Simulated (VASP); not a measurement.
Wanted: the native input for a VASP 6.6.1 run.

* Task: single point
* Functional: PBE0
* Potentials or basis: VASP PAW PBE potentials, release 64 (Ga_d, As)
* Cutoff: 520 eV
* k mesh: 6 × 6 × 6
* Occupations: gaussian, width 0.05 eV
* Spin: no spin polarisation
* Dipole correction: no
* Grid for exact exchange (PRECFOCK): Normal
* Further INCAR settings: ALGO = Normal; EDIFF = 1e-06; NBANDS = 16
* Share of exact exchange: 0.25

Crystal: GaAs.

```
Ga As
1.0
     0.00000    2.81354    2.81354
     2.81354    0.00000    2.81354
     2.81354    2.81354    0.00000
Ga As
1 1
Direct
  0.00000 0.00000 0.00000
  0.25000 0.25000 0.25000
```

One way to write it, as run:

POSCAR

```
GaAs
1.0
    0.0000000000      2.8135433318      2.8135433318
    2.8135433318      0.0000000000      2.8135433318
    2.8135433318      2.8135433318      0.0000000000
Ga As
1 1
Direct
    0.0000000000      0.0000000000      0.0000000000
    0.2500000000      0.2500000000      0.2500000000
```

INCAR.step1

```
SYSTEM = GaAs
PREC = Accurate
ENCUT = 520
EDIFF = 1E-5
ISMEAR = 0
SIGMA = 0.05
LREAL = .False.
LASPH = .True.
NELM = 80
ALGO = Normal
ISIF = 2
LWAVE = .True.
LCHARG = .False.
NBANDS = 16
GGA = PE
```

INCAR.step2

```
SYSTEM = GaAs
PREC = Accurate
ENCUT = 520
EDIFF = 1E-6
ISMEAR = 0
SIGMA = 0.05
LREAL = .False.
LASPH = .True.
NELM = 80
ALGO = Normal
ISIF = 2
LWAVE = .False.
LCHARG = .False.
GGA = PE
LHFCALC = .True.
AEXX = 0.25
PRECFOCK = Normal
NBANDS = 16
ISTART = 1
```

KPOINTS

```
Automatic mesh
0
Gamma
  6 6 6
  0 0 0
```

Potentials or basis: VASP PAW PBE potentials, release 64 (Ga_d, As).

Command:

```sh
$ cat potpaw_PBE.64/Ga_d/POTCAR potpaw_PBE.64/As/POTCAR > POTCAR
$ cp INCAR.step1 INCAR
$ mpirun -np 1 vasp_std > vasp.out
$ cp INCAR.step2 INCAR
$ mpirun -np 1 vasp_std > vasp.out
```

It gave:

```yaml
Pressure: 1.9 GPa
Band_gap_on_the_k_mesh: 2.17 eV
```

Caveat: the PAW data sets were made with another functional, which shifts forces and pressure a little.

It took 47 min on 1 thread of Intel(R) Xeon(R) Platinum 8488C (Sapphire Rapids) (shared host), peak memory 0.2 GiB.
